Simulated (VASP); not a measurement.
# Se (R-3m) in VASP: notebook

The runs below take Se through single point, with LDA.

All numbers are computed with VASP 6.6.1; they aren't measurements. Logs are shortened: lines on timing, memory, paths and dates and some standing lists are left out, and cuts for length are marked.

**1. The cell of the first run**

Symmetry: R-3m, No. 166, trigonal system. Conventional cell: a = 4.203 Å, b = 4.203 Å, c = 10.295 Å, α = 90.00°, β = 90.00°, γ = 120.00°. Se (site symmetry 3m) has 4 Se at 2.26 to 2.69 Å within 3.0 Å.

**2. Single point, LDA (shortest bond scaled by 0.88)**

The input, INCAR:

```
SYSTEM = Se
PREC = Accurate
ENCUT = 520
EDIFF = 1E-6
ISMEAR = -1
SIGMA = 0.05
LREAL = .False.
LASPH = .True.
NELM = 80
ALGO = Normal
ISIF = 2
LWAVE = .False.
LCHARG = .True.
LELF = .True.
LVHAR = .True.
NBANDS = 13
```

The input, KPOINTS:

```
regular mesh
0
Gamma
  9 9 9
  0 0 0
```

The input, POSCAR:

```
Se
1.0
    0.0000000000      2.9719609764      2.9719609764
    2.9719609764      0.0000000000      2.9719609764
    2.9719609764      2.9719609764      0.0000000000
Se
2
Direct
   -0.1700000000     -0.1100000000     -0.1100000000
    0.1700000000      0.1100000000      0.1100000000
```

Potentials or basis: VASP PAW LDA potentials, release 64 (Se).

Command:

```
> cat potpaw_LDA.64/Se/POTCAR > POTCAR
> mpirun -np 1 vasp_std > vasp.out
```

OUTCAR:

```text
SYSTEM = Se
   PREC = Accurate
   ENCUT = 520
   EDIFF = 1E-6
   ISMEAR = -1
   LREAL = .False.
   LASPH = .True.
   NELM = 80
   ISIF = 2

 ion  position               nearest neighbor table
   1  0.830  0.890  0.890-   2 2.26   2 2.69   2 2.69   2 2.69
   2  0.170  0.110  0.110-   1 2.26   1 2.69   1 2.69   1 2.69

  LATTYP: Found a face centered cubic cell.
 ALAT       =     5.9439219528

  Lattice vectors:

 A1 = (   0.0000000000,   2.9719609764,   2.9719609764)
 A2 = (   2.9719609764,   0.0000000000,   2.9719609764)
 A3 = (   2.9719609764,   2.9719609764,   0.0000000000)

Analysis of symmetry for initial positions (statically):
=====================================================================
 Subroutine PRICEL returns:
 Original cell was already a primitive cell.

 Routine SETGRP: Setting up the symmetry group for a
 face centered cubic supercell.

 Subroutine GETGRP returns: Found 12 space group operations
 (whereof  4 operations were pure point group operations)
 out of a pool of 48 trial point group operations.

The static configuration has the point symmetry C_2h.
 The point group associated with its full space group is D_3d.

Analysis of symmetry for dynamics (positions and initial velocities):
=====================================================================
 Subroutine PRICEL returns:
 Original cell was already a primitive cell.

 Routine SETGRP: Setting up the symmetry group for a
 face centered cubic supercell.

 Subroutine GETGRP returns: Found 12 space group operations
 (whereof  4 operations were pure point group operations)
 out of a pool of 48 trial point group operations.

The dynamic configuration has the point symmetry C_2h.
 The point group associated with its full space group is D_3d.

 Subroutine INISYM returns: Found 12 space group operations
 (whereof  4 operations are pure point group operations),
 and found     1 'primitive' translations

----------------------------------------------------------------------------------------

                                     Primitive cell

  volume of cell :      52.5000

  direct lattice vectors                    reciprocal lattice vectors
     0.000000000  2.971960976  2.971960976    -0.168239087  0.168239087  0.168239087
     2.971960976  0.000000000  2.971960976     0.168239087 -0.168239087  0.168239087
     2.971960976  2.971960976  0.000000000     0.168239087  0.168239087 -0.168239087

  length of vectors
     4.202987520  4.202987520  4.202987520     0.291398646  0.291398646  0.291398646

  position of ions in fractional coordinates (direct lattice)
     0.830000000  0.890000000  0.890000000
     0.170000000  0.110000000  0.110000000

  ion indices of the primitive-cell ions
   primitive index   ion index
                 1           1
                 2           2

----------------------------------------------------------------------------------------

 KPOINTS: regular mesh

Automatic generation of k-mesh.
 Grid dimensions read from file:
 generate k-points for:    9    9    9

 Generating k-lattice:

  Cartesian coordinates                     Fractional coordinates (reciprocal lattice)
    -0.018693232  0.018693232  0.018693232     0.111111111  0.000000000  0.000000000
     0.018693232 -0.018693232  0.018693232     0.000000000  0.111111111  0.000000000
     0.018693232  0.018693232 -0.018693232     0.000000000  0.000000000  0.111111111

  Length of vectors
     0.032377627  0.032377627  0.032377627

  Shift w.r.t. Gamma in fractional coordinates (k-lattice)
     0.000000000  0.000000000  0.000000000

 Subroutine IBZKPT returns following result:
 ===========================================

 Found     85 irreducible k-points:

 Following reciprocal coordinates:
            Coordinates               Weight
  0.000000  0.000000  0.000000      1.000000
  0.111111  0.000000  0.000000      2.000000
  0.000000  0.111111  0.000000      6.000000
  0.222222  0.000000  0.000000      2.000000
  0.000000  0.222222  0.000000      6.000000
  0.333333  0.000000  0.000000      2.000000
[... 16 lines left out ...]
 -0.333333  0.111111  0.000000      6.000000
  0.000000 -0.333333  0.111111     12.000000
 [... further k-points ...]
   k-points           NKPTS =     85   k-points in BZ     NKDIM =     85   number of bands    NBANDS=     13
   number of dos      NEDOS =    301   number of ions     NIONS =      2
   total plane-waves  NPLWV =  32768
   dimension x,y,z NGX =    32 NGY =   32 NGZ =   32
   dimension x,y,z NGXF=    64 NGYF=   64 NGZF=   64
   ions per type =               2
   NGX,Y,Z   is equivalent  to a cutoff of  12.66, 12.66, 12.66 a.u.
   NGXF,Y,Z  is equivalent  to a cutoff of  25.31, 25.31, 25.31 a.u.
 SYSTEM =  Se
   PREC   = accura    normal or accurate (medium, high low for compatibility)
   ISTART =      0    job   : 0-new  1-cont  2-samecut
   ICHARG =      2    charge: 1-file 2-atom 10-const
   ISPIN  =      1    spin polarized calculation?
[... 58 lines left out ...]

 k-point     1 :       0.0000    0.0000    0.0000
  band No.  band energies     occupation
      1     -13.0646      2.00000
      2      -5.7579      2.00000
      3      -1.9363      2.00000
      4       0.6826      2.00000
      5       0.6826      2.00000
      6       1.8992      2.00000
      7       1.8992      2.00000
      8       4.2577      0.00001
      9       7.7334      0.00000
     10      11.3354      0.00000
     11      11.3354      0.00000
     12      12.6668      0.00000
     13      12.6668      0.00000

 k-point     2 :       0.1111    0.0000    0.0000
  band No.  band energies     occupation
      1     -12.9402      2.00000
      2      -6.3535      2.00000
      3      -1.4463      2.00000
      4       0.2863      2.00000
      5       0.2863      2.00000
      6       2.4126      2.00000
      7       2.4126      2.00000
      8       4.1577      0.00006
      9       8.2801      0.00000
     10      10.6712      0.00000
     11      10.6712      0.00000
     12      13.6305      0.00000
     13      13.7570      0.00000

 k-point     3 :       0.0000    0.1111    0.0000
  band No.  band energies     occupation
      1     -12.9776      2.00000
      2      -6.0488      2.00000
      3      -1.9507      2.00000
      4       0.2854      2.00000
      5       0.5147      2.00000
      6       2.0589      2.00000
      7       2.3964      2.00000
      8       4.4476      0.00000
      9       8.1909      0.00000
     10      10.9505      0.00000
     11      11.0031      0.00000
     12      12.3638      0.00000
     13      13.5959      0.00000

 k-point     4 :       0.2222    0.0000    0.0000
  band No.  band energies     occupation
      1     -12.5692      2.00000
      2      -7.5644      2.00000
      3      -0.6790      2.00000
      4      -0.2675      2.00000
      5      -0.2675      2.00000
      6       3.2554      1.99909
      7       3.2554      1.99909
      8       4.3587      0.00000
      9       9.3056      0.00000
     10      10.1114      0.00000
     11      10.1114      0.00000
     12      12.9454      0.00000
     13      15.5613      0.00000

 k-point     5 :       0.0000    0.2222    0.0000
  band No.  band energies     occupation
      1     -12.7353      2.00000
      2      -6.7458      2.00000
      3      -2.0103      2.00000
      4      -0.3543      2.00000
      5       0.2141      2.00000
      6       2.3143      2.00000
      7       3.4173      1.97692
      8       4.9160      0.00000
      9       9.0825      0.00000
     10      10.6454      0.00000
     11      10.8292      0.00000
     12      12.1123      0.00000
     13      15.3051      0.00000
[... 257 lines left out ...]
 k-point    22 :       0.1111    0.0000   -0.4444
  band No.  band energies     occupation
      1     -11.9947      2.00000
      2      -8.3202      2.00000
      3      -2.6312      2.00000
      4      -0.4316      2.00000
      5      -0.4099      2.00000
      6       2.9490      2.00000
      7       5.1539      0.00000
      8       5.7811      0.00000
      9      10.2714      0.00000
     10      10.7074      0.00000
     11      11.7636      0.00000
     12      12.1826      0.00000
     13      14.8506      0.00000

 k-point    23 :      -0.3333    0.1111    0.0000
  band No.  band energies     occupation
      1     -11.6574      2.00000
      2      -9.2927      2.00000
      3      -1.5913      2.00000
      4      -0.6932      2.00000
      5       0.4002      2.00000
      6       3.9540      0.00373
      7       4.2329      0.00001
      8       5.9153      0.00000
      9       9.5579      0.00000
     10      10.0095      0.00000
     11      10.7022      0.00000
     12      12.3075      0.00000
     13      14.1595      0.00000

 k-point    24 :       0.0000   -0.3333    0.1111
  band No.  band energies     occupation
      1     -12.2469      2.00000
      2      -7.7900      2.00000
      3      -2.4778      2.00000
      4      -1.0469      2.00000
      5       0.2281      2.00000
      6       2.7088      2.00000
      7       4.5723      0.00000
      8       5.6992      0.00000
      9       9.8635      0.00000
     10      10.6360      0.00000
     11      11.6985      0.00000
     12      12.9749      0.00000
     13      14.7969      0.00000

 [... further k-points ...]
[... 5 lines left out ...]
  --------------------------------------------------------------------------------------
  -------------------------------------------------------------------------------------
  Total        2.6661506      2.6661506      2.6661506     -0.1235061      0.1235061     -0.1235061
  in kB       81.3646853     81.3646853     81.3646853     -3.7691174      3.7691174     -3.7691174
  external PRESSURE =      81.3646853 kB  Pullay stress =       0.0000000 kB

 VOLUME and BASIS-vectors are now :
 -----------------------------------------------------------------------------
  energy-cutoff  :      520.00
  volume of cell :       52.50
      direct lattice vectors                 reciprocal lattice vectors
     0.000000000  2.971960976  2.971960976    -0.168239087  0.168239087  0.168239087
     2.971960976  0.000000000  2.971960976     0.168239087 -0.168239087  0.168239087
     2.971960976  2.971960976  0.000000000     0.168239087  0.168239087 -0.168239087

 POSITION                                       TOTAL-FORCE (eV/Angst)
 -----------------------------------------------------------------------------------
      5.29009      5.11177      5.11177         0.412545     -0.412545     -0.412545
      0.65383      0.83215      0.83215        -0.412545      0.412545      0.412545
 -----------------------------------------------------------------------------------
    total drift:                                0.000000      0.000000      0.000000

  FREE ENERGIE OF THE ION-ELECTRON SYSTEM (eV)
  ---------------------------------------------------
  free  energy   TOTEN  =        -7.3997410705 eV

  energy  without entropy=       -7.3912385429  energy(sigma->0) =       -7.39548981
```

Run time: 22 s. Hardware: 1 thread of Intel Xeon Platinum 8488C (Sapphire Rapids), shared host; peak memory 0.17 GiB.

Results:

| Item | Value |
| --- | --- |
| Free energy | -7.3997 eV |
| Pressure | 8.1 GPa |
| Largest force | 0.715 eV/Å |
| Band gap on the k mesh | zero (bands 6 and 7 overlap by 2.41 eV) |

Forces on the atoms (eV/Å):
```
Se   0.413 -0.413 -0.413
Se  -0.413  0.413  0.413
```

Levels at points of the mesh, in eV from the Fermi level:
```tsv
k point	band 3	band 4	band 5	band 6	band 7	band 8	band 9	band 10
(0.00, 0.00, 0.00)	-5.58	-2.96	-2.96	-1.74	-1.74	0.62	4.09	7.70
```

Caveat: the cell differs from its parent crystal (shortest bond scaled by 0.88); the cell stands under pressure.

**3. Single point, LDA (shortest bond scaled by 0.88)**

The input, INCAR:

```
SYSTEM = Se
PREC     = Accurate       ! precision mode
ENCUT    = 520            ! plane-wave cutoff, eV
EDIFF    = 1E-7           ! SCF threshold, eV
ISMEAR   = -1             ! smearing method
SIGMA    = 0.05           ! smearing width, eV
LREAL    = .False.        ! projectors in reciprocal space
LASPH    = .True.         ! aspherical terms in the spheres
NELM     = 100            ! most SCF steps
ALGO     = Normal         ! electronic algorithm
ISIF     = 2              ! what is computed and relaxed
LWAVE    = .False.        ! write WAVECAR
LCHARG   = .False.        ! write CHGCAR
GGA      = CA             ! functional
NBANDS   = 13             ! bands
```

The input, KPOINTS:

```
Automatic mesh
0
Gamma
  9 9 9
  0 0 0
```

POSCAR is that of step 2.

Potentials or basis: VASP PAW LDA potentials, release 64 (Se).

Command:

```
> cat potpaw_LDA.64/Se/POTCAR > POTCAR
> mpirun -np 1 vasp_std > vasp.out
```

It took 28 s on 1 thread of Intel Xeon Platinum 8488C (Sapphire Rapids), shared host; peak memory 0.17 GiB.

It converged, with:

```
Free energy            : -7.3997 eV
Pressure               : 8.1 GPa
Largest force          : 0.714 eV/Å
Band gap on the k mesh : zero (bands 6 and 7 overlap by 2.41 eV)
```

Forces in eV/Å, atoms in the order of the input:
```
Se   0.412 -0.412 -0.412
Se  -0.412  0.412  0.412
```

Stress tensor (GPa, compression positive):
```
 8.13 -0.38 -0.38
-0.38  8.13  0.38
-0.38  0.38  8.13
```

Levels at points of the mesh, in eV from the Fermi level:
| k point | band 2 | band 3 | band 4 | band 5 | band 6 | band 7 | band 8 | band 9 | band 10 | band 11 |
| --- | --- | --- | --- | --- | --- | --- | --- | --- | --- | --- |
| (0.00, 0.00, 0.00) | -9.40 | -5.58 | -2.96 | -2.96 | -1.74 | -1.74 | 0.62 | 4.09 | 7.70 | 7.70 |

Caveat: the cell differs from its parent crystal (shortest bond scaled by 0.88); the cell stands under pressure.

**4. Single point, LDA (shortest bond scaled by 0.82)**

The input, INCAR:

```
  PREC = Accurate
  ENCUT = 520
  EDIFF = 1E-6
  ISMEAR = -1
  SIGMA = 0.05
  LREAL = False
  LASPH = True
  NELM = 80
  ALGO = Normal
  ISIF = 2
  LWAVE = False
  LCHARG = True
  LELF = True
  LVHAR = True
  NBANDS = 13
```

The input, KPOINTS:

```
Automatic mesh
0
Gamma
  9 9 9
```

The input, POSCAR:

```
Se
1.0
    0.0000000000      2.9719609764      2.9719609764
    2.9719609764      0.0000000000      2.9719609764
    2.9719609764      2.9719609764      0.0000000000
Se
2
Direct
   -0.1925000000     -0.1025000000     -0.1025000000
    0.1925000000      0.1025000000      0.1025000000
```

Command:

```
> cat potpaw_LDA.64/Se/POTCAR > POTCAR
> mpirun -np 1 vasp_std > vasp.out
```

Run time: 27 s. Hardware: 1 thread of Intel Xeon Platinum 8488C (Sapphire Rapids), shared host; peak memory 0.17 GiB.

The run converged. Its results:

```yaml
Free_energy: -7.3265 eV
Pressure: 12.4 GPa
Largest_force: 2.056 eV/Å
Band_gap_on_the_k_mesh: zero (bands 6 and 7 overlap by 3.20 eV)
```

Forces on the atoms (eV/Å):
```
Se  -1.187  1.187  1.187
Se   1.187 -1.187 -1.187
```

Stress tensor (GPa, compression positive):
```
12.36 -6.04 -6.04
-6.04 12.36  6.04
-6.04  6.04 12.36
```

Levels at points of the mesh, in eV from the Fermi level:
| k point | band 2 | band 3 | band 4 | band 5 | band 6 | band 7 | band 8 | band 9 | band 10 | band 11 |
| --- | --- | --- | --- | --- | --- | --- | --- | --- | --- | --- |
| (0.00, 0.00, 0.00) | -9.13 | -6.13 | -2.31 | -2.31 | -2.24 | -2.24 | 1.68 | 4.07 | 7.94 | 7.94 |

Caveat: the cell differs from its parent crystal (shortest bond scaled by 0.82); the cell stands under pressure; forces of over 1 eV/Å act on the atoms, so gaps and moduli don't describe the material at rest.

**5. Single point, LDA (shortest bond scaled by 0.82)**

The input, INCAR:

```
SYSTEM = Se
PREC = Accurate
ENCUT = 520
EDIFF = 1E-7
ISMEAR = -1
SIGMA = 0.05
LREAL = .FALSE.
LASPH = .TRUE.
NELM = 80
ALGO = Normal
ISIF = 2
LWAVE = .FALSE.
LCHARG = .FALSE.
GGA = CA
NBANDS = 13
```

The input, KPOINTS:

```
Automatic mesh
0
G
  9 9 9
  0 0 0
```

POSCAR is that of step 4.

Command:

```
> cat potpaw_LDA.64/Se/POTCAR > POTCAR
> mpirun -np 1 vasp_std > vasp.out
```

It took 26 s on 1 thread of Intel Xeon Platinum 8488C (Sapphire Rapids), shared host; peak memory 0.18 GiB.

Results (log left out):

- Free energy: -7.3265 eV
- Pressure: 12.4 GPa
- Largest force: 2.056 eV/Å
- Band gap on the k mesh: zero (bands 6 and 7 overlap by 3.20 eV)

Forces on the atoms (eV/Å):
```
Se  -1.187  1.187  1.187
Se   1.187 -1.187 -1.187
```

Stress tensor (GPa, compression positive):
```
12.36 -6.04 -6.04
-6.04 12.36  6.04
-6.04  6.04 12.36
```

Levels at points of the mesh, in eV from the Fermi level:
| k point | band 3 | band 4 | band 5 | band 6 | band 7 | band 8 | band 9 | band 10 |
| --- | --- | --- | --- | --- | --- | --- | --- | --- |
| (0.00, 0.00, 0.00) | -6.13 | -2.31 | -2.31 | -2.24 | -2.24 | 1.68 | 4.07 | 7.94 |

Caveat: the cell differs from its parent crystal (shortest bond scaled by 0.82); the cell stands under pressure; forces of over 1 eV/Å act on the atoms, so gaps and moduli don't describe the material at rest.

**6. Single point, LDA (shortest bond scaled by 0.7)**

The input, INCAR:

```
SYSTEM = Se
  PREC = Accurate
  ENCUT = 520
  EDIFF = 1E-6
  ISMEAR = -1
  SIGMA = 0.05
  LREAL = .FALSE.
  LASPH = .TRUE.
  NELM = 100
  ALGO = Normal
  ISIF = 2
  LWAVE = .FALSE.
  LCHARG = .FALSE.
  NBANDS = 13
```

KPOINTS is that of step 5.

The input, POSCAR:

```
Se
1.0
    0.0000000000      2.9719609764      2.9719609764
    2.9719609764      0.0000000000      2.9719609764
    2.9719609764      2.9719609764      0.0000000000
Se
2
Direct
   -0.2375000000     -0.0875000000     -0.0875000000
    0.2375000000      0.0875000000      0.0875000000
```

Potentials or basis: VASP PAW LDA potentials, release 64 (Se).

Command:

```
> cat potpaw_LDA.64/Se/POTCAR > POTCAR
> mpirun -np 1 vasp_std > vasp.out
```

Wall time 25 s (1 thread of Intel Xeon Platinum 8488C (Sapphire Rapids), shared host); peak memory 0.17 GiB.

It converged, with:

```yaml
Free_energy: -4.5994 eV
Pressure: 39.3 GPa
Largest_force: 19.270 eV/Å
Band_gap_on_the_k_mesh: zero (bands 6 and 7 overlap by 2.63 eV)
```

Forces on the atoms (eV/Å):
```
Se  -11.125  11.125  11.125
Se   11.125 -11.125 -11.125
```

Stress tensor (GPa, compression positive):
```
 39.27 -35.86 -35.86
-35.86  39.27  35.86
-35.86  35.86  39.27
```

Levels at points of the mesh, in eV from the Fermi level:
```tsv
k point	band 4	band 5	band 6	band 7	band 8	band 9
(0.00, 0.00, 0.00)	-3.99	-3.99	-1.28	-1.28	3.59	3.61
```

Caveat: the cell differs from its parent crystal (shortest bond scaled by 0.7); the cell stands under pressure; forces of over 1 eV/Å act on the atoms, so gaps and moduli don't describe the material at rest.

**7. Overview**

| cell | gap on the mesh (eV) | pressure (GPa) | largest force (eV/Å) |
| --- | --- | --- | --- |
| as given, shortest bond scaled by 0.88 | none | 8.1 | 0.71 |
| as given, shortest bond scaled by 0.82 | none | 12.4 | 2.06 |
| as given, shortest bond scaled by 0.7 | none | 39.3 | 19.27 |

Some of these runs hold the atoms at other places in the same cell, which the table doesn't show; runs alike in all that it shows share one row.

Alike in all rows: task single point; level LDA; potentials or basis VASP PAW LDA potentials, release 64 (Se); no spin polarisation; k mesh 9 × 9 × 9; cutoff (eV) 520; smearing fermi-dirac 0.05 eV.

Caveats: the cell stands under pressure; forces of over 1 eV/Å act on the atoms, so gaps and moduli don't describe the material at rest (at least some runs).

Absolute energies hang on the potentials; compare differences alone.
